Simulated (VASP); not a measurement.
# Al2Pt (Fm-3m) in VASP: a series of runs

Al2Pt is run at these levels: PBE; tasks: single point.

All numbers are computed with VASP 6.6.1; they aren't measurements. Logs are shortened: lines on timing, memory, paths and dates and some standing lists are left out, and cuts for length are marked.

## (1) The cell of the first run

Symmetry: Fm-3m, No. 225, cubic system. Conventional cell: a = 5.944 Å, b = 5.944 Å, c = 5.944 Å, α = 90.00°, β = 90.00°, γ = 90.00°. Within 3.4 Å of Al (site symmetry -43m) lie 4 Pt at 2.57 Å and 6 Al at 2.97 Å. Within 3.4 Å of Pt (site symmetry m-3m) lie 8 Al at 2.57 Å.

## (2) Single point, PBE

INCAR reads:

```
  PREC = Accurate
  ENCUT = 500
  EDIFF = 1E-6
  ISMEAR = 0
  SIGMA = 0.2
  LREAL = False
  LASPH = True
  NELM = 120
  ALGO = Normal
  ISIF = 2
  LWAVE = False
  LCHARG = True
  GGA = PE
  LELF = True
  LVHAR = True
  NBANDS = 15
  GGA_COMPAT = False
```

KPOINTS reads:

```
regular mesh
0
Gamma
  6 6 6
```

POSCAR reads:

```
Al2Pt
1.0
    0.0000000000      2.9718526370      2.9718526370
    2.9718526370      0.0000000000      2.9718526370
    2.9718526370      2.9718526370      0.0000000000
Al Pt
2 1
Direct
    0.2500000000      0.2500000000      0.2500000000
    0.7500000000      0.7500000000      0.7500000000
    0.0000000000      0.0000000000      0.0000000000
```

Potentials or basis: VASP PAW PBE potentials, release 64 (Al, Pt).

Started as:

```sh
cat potpaw_PBE.64/Al/POTCAR potpaw_PBE.64/Pt/POTCAR > POTCAR
mpirun -np 1 vasp_std > vasp.out
```

OUTCAR:

```text
PREC = Accurate
   ENCUT = 500
   EDIFF = 1E-6
   ISMEAR = 0
   LREAL = False
   LASPH = True
   NELM = 120
   ISIF = 2
   GGA = PE

 ion  position               nearest neighbor table
   1  0.250  0.250  0.250-   3 2.57   3 2.57   3 2.57   3 2.57   2 2.97   2 2.97   2 2.97   2 2.97
                             2 2.97   2 2.97
   2  0.750  0.750  0.750-   3 2.57   3 2.57   3 2.57   3 2.57   1 2.97   1 2.97   1 2.97   1 2.97
                             1 2.97   1 2.97
   3  0.000  0.000  0.000-   2 2.57   2 2.57   2 2.57   1 2.57   2 2.57   1 2.57   1 2.57   1 2.57

  LATTYP: Found a face centered cubic cell.
 ALAT       =     5.9437052740

  Lattice vectors:

 A1 = (   0.0000000000,   2.9718526370,   2.9718526370)
 A2 = (   2.9718526370,   0.0000000000,   2.9718526370)
 A3 = (   2.9718526370,   2.9718526370,   0.0000000000)

Analysis of symmetry for initial positions (statically):
=====================================================================
 Subroutine PRICEL returns:
 Original cell was already a primitive cell.

 Routine SETGRP: Setting up the symmetry group for a
 face centered cubic supercell.

 Subroutine GETGRP returns: Found 48 space group operations
 (whereof 48 operations were pure point group operations)
 out of a pool of 48 trial point group operations.

The static configuration has the point symmetry O_h .

Analysis of symmetry for dynamics (positions and initial velocities):
=====================================================================
 Subroutine PRICEL returns:
 Original cell was already a primitive cell.

 Routine SETGRP: Setting up the symmetry group for a
 face centered cubic supercell.

 Subroutine GETGRP returns: Found 48 space group operations
 (whereof 48 operations were pure point group operations)
 out of a pool of 48 trial point group operations.

The dynamic configuration has the point symmetry O_h .

 Subroutine INISYM returns: Found 48 space group operations
 (whereof 48 operations are pure point group operations),
 and found     1 'primitive' translations

----------------------------------------------------------------------------------------

                                     Primitive cell

  volume of cell :      52.4943

  direct lattice vectors                    reciprocal lattice vectors
     0.000000000  2.971852637  2.971852637    -0.168245220  0.168245220  0.168245220
     2.971852637  0.000000000  2.971852637     0.168245220 -0.168245220  0.168245220
     2.971852637  2.971852637  0.000000000     0.168245220  0.168245220 -0.168245220

  length of vectors
     4.202834305  4.202834305  4.202834305     0.291409269  0.291409269  0.291409269

  position of ions in fractional coordinates (direct lattice)
     0.250000000  0.250000000  0.250000000
     0.750000000  0.750000000  0.750000000
     0.000000000  0.000000000  0.000000000

  ion indices of the primitive-cell ions
   primitive index   ion index
                 1           1
                 2           2
                 3           3

----------------------------------------------------------------------------------------

 KPOINTS: regular mesh

Automatic generation of k-mesh.
 Grid dimensions read from file:
 generate k-points for:    6    6    6

 Generating k-lattice:

  Cartesian coordinates                     Fractional coordinates (reciprocal lattice)
    -0.028040870  0.028040870  0.028040870     0.166666667  0.000000000  0.000000000
     0.028040870 -0.028040870  0.028040870     0.000000000  0.166666667  0.000000000
     0.028040870  0.028040870 -0.028040870     0.000000000  0.000000000  0.166666667

  Length of vectors
     0.048568211  0.048568211  0.048568211

  Shift w.r.t. Gamma in fractional coordinates (k-lattice)
     0.000000000  0.000000000  0.000000000

 Subroutine IBZKPT returns following result:
 ===========================================

 Found     16 irreducible k-points:

 Following reciprocal coordinates:
            Coordinates               Weight
  0.000000  0.000000  0.000000      1.000000
  0.166667  0.000000  0.000000      8.000000
  0.333333  0.000000  0.000000      8.000000
  0.500000  0.000000  0.000000      4.000000
  0.166667  0.166667  0.000000      6.000000
  0.333333  0.166667  0.000000     24.000000
[... 8 lines left out ...]
 -0.333333  0.333333  0.166667     24.000000
 -0.333333  0.500000  0.166667     12.000000
   k-points           NKPTS =     16   k-points in BZ     NKDIM =     16   number of bands    NBANDS=     15
   number of dos      NEDOS =    301   number of ions     NIONS =      3
   total plane-waves  NPLWV =  32768
   dimension x,y,z NGX =    32 NGY =   32 NGZ =   32
   dimension x,y,z NGXF=    64 NGYF=   64 NGZF=   64
   ions per type =               2   1
   NGX,Y,Z   is equivalent  to a cutoff of  12.66, 12.66, 12.66 a.u.
   NGXF,Y,Z  is equivalent  to a cutoff of  25.32, 25.32, 25.32 a.u.
 SYSTEM =  unknown system
   PREC   = accura    normal or accurate (medium, high low for compatibility)
   ISTART =      0    job   : 0-new  1-cont  2-samecut
   ICHARG =      2    charge: 1-file 2-atom 10-const
   ISPIN  =      1    spin polarized calculation?
   LNONCOLLINEAR =      F non collinear calculations
   LSORBIT =      F    spin-orbit coupling
   LASPH  =      T    aspherical Exc in radial PAW
   ENCUT  =  500.0 eV  36.75 Ry    6.06 a.u.   7.66  7.66  7.66*2*pi/ulx,y,z
   NELM   =    120;   NELMIN=  2; NELMDL= -5     # of ELM steps
   EDIFF  = 0.1E-05   stopping-criterion for ELM
   LREAL  =      F    real-space projection
   EDIFFG = 0.1E-04   stopping-criterion for IOM
   NSW    =      0    number of steps for IOM
   IBRION =     -1    ionic relax: 0-MD 1-quasi-New 2-CG
   NFREE  =      0    steps in history (QN), initial steepest desc. (CG)
   ISIF   =      2    stress and relaxation
   ISYM   =      2    0-nonsym 1-usesym 2-fastsym
   POTIM  = 0.5000    time-step for ionic-motion
   TEBEG  =    0.0;   TEEND  =   0.0 temperature during run
   PSTRESS=    0.0 pullay stress
   NELECT =      16.0000    total number of electrons
   NUPDOWN=      -1.0000    fix difference up-down
   EMIN   =  10.00;   EMAX   =-10.00  energy-range for DOS
   EFERMI =   0.00;   METHOD = LEGACY
   ISMEAR =     0;   SIGMA  =   0.20  broadening in eV -4-tet -1-fermi 0-gaus
   EFERMI_NEDOS =   21; number of points for ismear=-14 and -15
   IALGO  =     38    algorithm
   IMIX   =      4    mixing-type and parameters
     AMIX     =   0.40;   BMIX     =  1.00
     AMIX_MAG =   1.60;   BMIX_MAG =  1.00
  volume/ion in A,a.u.               =      17.50       118.08
  Fermi-wavevector in a.u.,A,eV,Ry     =   1.101736  2.081979 16.515055  1.213822
  Thomas-Fermi vector in A             =   2.238168
   LORBIT       =      0    0 simple, 1 ext, 2 COOP (PROOUT), +10 PAW based schemes
   GGA     = PE    functional components
   LHFCALC =     F    Hartree Fock is set to
   AEXX    =    0.0000 exact exchange contribution
   IVDW    =     0    specifies the selected vdW correction
   LEPSILON=     F    determine dielectric tensor
   LRPA    =     F    only Hartree local field effects (RPA)
 non-spin polarized calculation
 Gauss-broadening in eV      SIGMA  =   0.20
  energy-cutoff  :      500.00
  volume of cell :       52.49
 maximum number of plane-waves:      1363
 NGX is ok and might be reduce to    32
   NGX = 15   NGY = 15   NGZ = 15

 number of electron      16.0000000 magnetization

 Free energy of the ion-electron system (eV)
  ---------------------------------------------------
  ext. energy  EPLUGINS =         0.00000000
  ---------------------------------------------------
  free energy    TOTEN  =       -16.27540760 eV

  energy without entropy =      -16.25651664  energy(sigma->0) =      -16.26596212

 E-fermi :   7.7430     XC(G=0): -10.6267

 val. band max:        7.6750190774   @ k =  -0.3333   0.3333   0.0000
 cond. band min:       7.9330259537   @ k =   0.5000   0.3333   0.1667
 fundamental gap:      0.2580068763
 Fermi energy:         7.7430330398

 k-point     1 :       0.0000    0.0000    0.0000
  band No.  band energies     occupation
      1      -2.4081      2.00000
      2       2.7310      2.00000
      3       2.7310      2.00000
      4       2.7310      2.00000
      5       4.0663      2.00000
      6       4.0663      2.00000
      7      10.5290      0.00000
      8      11.5095      0.00000
      9      11.5095      0.00000
     10      11.5095      0.00000
     11      13.0116      0.00000
     12      13.0116      0.00000
     13      13.0116      0.00000
     14      13.9776      0.00000
     15      13.9776      0.00000

 k-point     2 :       0.1667    0.0000    0.0000
  band No.  band energies     occupation
      1      -2.0345      2.00000
      2       2.5177      2.00000
      3       2.8464      2.00000
      4       2.8464      2.00000
      5       4.0363      2.00000
      6       4.0363      2.00000
      7       8.4589      0.00000
      8      10.6239      0.00000
      9      10.6239      0.00000
     10      11.0358      0.00000
     11      13.3882      0.00000
     12      13.4152      0.00000
     13      13.4152      0.00000
     14      14.0679      0.00000
     15      14.0679      0.00000
[... 221 lines left out ...]
      3       2.8066      2.00000
      4       3.1887      2.00000
      5       3.6429      2.00000
      6       4.2821      2.00000
      7       4.6889      2.00000
      8       5.9300      2.00000
      9       7.3471      1.99488
     10      11.9435      0.00000
     11      12.8135      0.00000
     12      14.2717      0.00000
     13      14.9768      0.00000
     14      16.1352      0.00000
     15      17.5233      0.00000

 k-point    16 :      -0.3333    0.5000    0.1667
  band No.  band energies     occupation
      1       1.7204      2.00000
      2       1.8193      2.00000
      3       1.9733      2.00000
      4       3.2636      2.00000
      5       3.9752      2.00000
      6       4.4565      2.00000
      7       4.4893      2.00000
      8       5.4867      2.00000
      9       6.7063      2.00000
     10      11.7635      0.00000
     11      12.3865      0.00000
     12      14.0417      0.00000
     13      15.7303      0.00000
     14      17.6658      0.00000
     15      18.9378      0.00000

------------------------ aborting loop because EDIFF is reached ----------------------------------------

  FORCE on cell =-STRESS in cart. coord.  units (eV):
  Direction    XX          YY          ZZ          XY          YZ          ZX
  --------------------------------------------------------------------------------------
  -------------------------------------------------------------------------------------
  Total       -0.0168740     -0.0168740     -0.0168740     -0.0000000     -0.0000000      0.0000000
  in kB       -0.5150106     -0.5150106     -0.5150106     -0.0000000     -0.0000000      0.0000000
  external PRESSURE =      -0.5150106 kB  Pullay stress =       0.0000000 kB

 VOLUME and BASIS-vectors are now :
 -----------------------------------------------------------------------------
  energy-cutoff  :      500.00
  volume of cell :       52.49
      direct lattice vectors                 reciprocal lattice vectors
     0.000000000  2.971852637  2.971852637    -0.168245220  0.168245220  0.168245220
     2.971852637  0.000000000  2.971852637     0.168245220 -0.168245220  0.168245220
     2.971852637  2.971852637  0.000000000     0.168245220  0.168245220 -0.168245220

 POSITION                                       TOTAL-FORCE (eV/Angst)
 -----------------------------------------------------------------------------------
      1.48593      1.48593      1.48593        -0.000000     -0.000000     -0.000000
      4.45778      4.45778      4.45778         0.000000     -0.000000     -0.000000
      0.00000      0.00000      0.00000        -0.000000      0.000000      0.000000
 -----------------------------------------------------------------------------------
    total drift:                                0.000000     -0.000000      0.000000

  FREE ENERGIE OF THE ION-ELECTRON SYSTEM (eV)
  ---------------------------------------------------
  free  energy   TOTEN  =       -16.2754076019 eV

  energy  without entropy=      -16.2565166350  energy(sigma->0) =      -16.26596212
```

Run time: 11 s. Hardware: 1 thread of Intel Xeon 6455B, shared host; peak memory 0.18 GiB.

What came out:

```
Free energy            : -16.2754 eV
Pressure               : -0.1 GPa
Band gap on the k mesh : zero (band 8 reaches 11.51 eV, above the bottom of band 9 at 6.13 eV)
```

Caveat: spin-orbit coupling is left out, which moves the levels of the heavy elements.

## (3) Single point, PBE

This run uses another cell than the first one, of 17.20 Å³/atom, 0.983 times its volume.

INCAR reads:

```
SYSTEM = Al2Pt
ALGO = Normal ; EDIFF = 1E-6
ENCUT = 500 ; GGA = PE
GGA_COMPAT = .FALSE. ; ISIF = 2
ISMEAR = 0 ; LASPH = .TRUE.
LCHARG = .FALSE. ; LREAL = .FALSE.
LWAVE = .FALSE. ; NBANDS = 15
NELM = 120 ; PREC = Accurate
SIGMA = 0.1
```

KPOINTS reads:

```
k-points
0
G
  6 6 6
  0 0 0
```

POSCAR reads:

```
Al2Pt
1.0
    0.0000000000      2.9549999200      2.9549999200
    2.9549999200      0.0000000000      2.9549999200
    2.9549999200      2.9549999200      0.0000000000
Al Pt
2 1
Direct
    0.2500000000      0.2500000000      0.2500000000
    0.7500000000      0.7500000000      0.7500000000
    0.0000000000      0.0000000000      0.0000000000
```

Potentials or basis: VASP PAW PBE potentials, release 64 (Al, Pt).

Started as:

```sh
cat potpaw_PBE.64/Al/POTCAR potpaw_PBE.64/Pt/POTCAR > POTCAR
mpirun -np 1 vasp_std > vasp.out
```

It took 12 s on 1 thread of Intel Xeon 6455B, shared host; peak memory 0.17 GiB.

The run converged. Its results:

```yaml
Free_energy: -16.2636 eV
Pressure: 2.2 GPa
Band_gap_on_the_k_mesh: zero (band 8 reaches 11.72 eV, above the bottom of band 9 at 6.30 eV)
```

Levels at points of the mesh, in eV from the Fermi level:
```csv
k point,band 6,band 7,band 8,band 9,band 10,band 11
"(0.00, 0.00, 0.00)",-3.73,2.94,3.80,3.80,3.80,5.38
"(0.50, 0.00, 0.00)",-3.51,-3.51,0.99,0.99,3.75,5.13
"(0.50, 0.50, 0.00)",-3.44,-3.23,-1.63,-1.63,3.12,3.36
```

Caveat: spin-orbit coupling is left out, which moves the levels of the heavy elements.

## (4) Single point, PBE

INCAR reads:

```
SYSTEM = Al2Pt
ALGO = Normal
EDIFF = 1E-6
ENCUT = 500
GGA = PE
GGA_COMPAT = .FALSE.
ISIF = 2
ISMEAR = 0
LASPH = .TRUE.
LCHARG = .FALSE.
LREAL = .FALSE.
LWAVE = .FALSE.
NBANDS = 15
NELM = 120
PREC = Accurate
SIGMA = 0.1
```

KPOINTS is that of step 3.

POSCAR reads:

```
Al2Pt
1.0
    0.0000000000      2.9718526370      2.9718526370
    2.9718526370      0.0000000000      2.9718526370
    2.9718526370      2.9718526370      0.0000000000
Al Pt
2 1
Direct
    0.2500000000      0.2500000000      0.2500000000
    0.7500000000      0.7500000000      0.7500000000
    0.0000000000      0.0000000000      0.0000000000
```

Started as:

```sh
cat potpaw_PBE.64/Al/POTCAR potpaw_PBE.64/Pt/POTCAR > POTCAR
mpirun -np 1 vasp_std > vasp.out
```

It took 9.9 s on 1 thread of Intel Xeon 6455B, shared host; peak memory 0.18 GiB.

The run converged. Its results:

| Quantity | Value |
| --- | --- |
| Free energy | -16.2697 eV |
| Pressure | -0.1 GPa |
| Band gap on the k mesh | zero (band 8 reaches 11.51 eV, above the bottom of band 9 at 6.13 eV) |

Levels at points of the mesh, in eV from the Fermi level:
| k point | band 4 | band 5 | band 6 | band 7 | band 8 | band 9 | band 10 | band 11 | band 12 | band 13 |
| --- | --- | --- | --- | --- | --- | --- | --- | --- | --- | --- |
| (0.00, 0.00, 0.00) | -5.00 | -3.66 | -3.66 | 2.80 | 3.78 | 3.78 | 3.78 | 5.29 | 5.29 | 5.29 |
| (0.50, 0.00, 0.00) | -4.68 | -3.68 | -3.45 | -3.45 | 0.99 | 0.99 | 3.71 | 5.06 | 5.06 | 5.19 |
| (0.50, 0.50, 0.00) | -3.75 | -3.75 | -3.39 | -3.18 | -1.60 | -1.60 | 3.00 | 3.33 | 8.04 | 10.60 |

Caveat: spin-orbit coupling is left out, which moves the levels of the heavy elements.

## (5) Summary

```tsv
cell	smearing	gap on the mesh (eV)	pressure (GPa)
a = 4.203 Å, angles 60.0°, 3 atoms	gaussian 0.2 eV	none	-0.1
a = 4.179 Å, angles 60.0°, 3 atoms	gaussian 0.1 eV	none	2.2
a = 4.203 Å, angles 60.0°, 3 atoms	gaussian 0.1 eV	none	-0.1
```

Alike in all rows: task single point; level PBE; potentials or basis VASP PAW PBE potentials, release 64 (Al, Pt); no spin polarisation; k mesh 6 × 6 × 6; cutoff (eV) 500.

Caveats: spin-orbit coupling is left out, which moves the levels of the heavy elements.

Absolute energies hang on the potentials; compare differences alone.
